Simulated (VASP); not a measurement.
A run of VASP 6.6.1 is set up as follows.

The input INCAR:

```
SYSTEM = Al3GaAs4
  ALGO = Normal
  EDIFF = 1E-6
  ENCUT = 520
  GGA = PE
  ISIF = 2
  ISMEAR = 0
  LASPH = .TRUE.
  LCHARG = .TRUE.
  LELF = .TRUE.
  LREAL = .FALSE.
  LVHAR = .TRUE.
  LWAVE = .FALSE.
  NBANDS = 31
  NELM = 80
  PREC = Accurate
  SIGMA = 0.1
```

KPOINTS

```
k-points
0
G
  4 4 1
  0 0 0
```

POSCAR

```
Al3GaAs4
1.0
    4.0554812284      0.0000000000      0.0000000000
    0.0000000000      4.0554812284      0.0000000000
    0.0000000000      0.0000000000     11.4558318010
Al Ga As
3 1 4
Direct
    0.0000000000      0.0000000000      0.7497626618
    0.0000000000      0.0000000000      0.2502373382
    0.5000000000      0.5000000000      0.5000000000
    0.5000000000      0.5000000000      1.0000000000
    0.5000000000      0.0000000000      0.8741314382
    0.0000000000      0.5000000000      0.1258685618
    0.5000000000      0.0000000000      0.3751053128
    1.0000000000      0.5000000000      0.6248946872
```

Potentials or basis: VASP PAW PBE potentials, release 64 (Al, Ga_d, As).

The run is started by

```console
$ cat potpaw_PBE.64/Al/POTCAR potpaw_PBE.64/Ga_d/POTCAR potpaw_PBE.64/As/POTCAR > POTCAR
$ mpirun -np 1 vasp_std > vasp.out
```

Q: Estimate the pressure.

A: 0.2 GPa.

Q: What does it give for the band gap on the k mesh?

A: 1.27 eV.

Forces on the atoms (eV/Å):
```
Al   0.000  0.000  0.007
Al   0.000  0.000 -0.007
Al   0.000  0.000  0.000
Ga   0.000  0.000  0.000
As   0.000  0.000 -0.022
As   0.000  0.000  0.022
As   0.000  0.000 -0.004
As   0.000  0.000  0.004
```

Caveat: the k points lie up to 0.55 Å⁻¹ apart; an odd mesh through Γ misses points on the zone boundary, where band edges can lie.
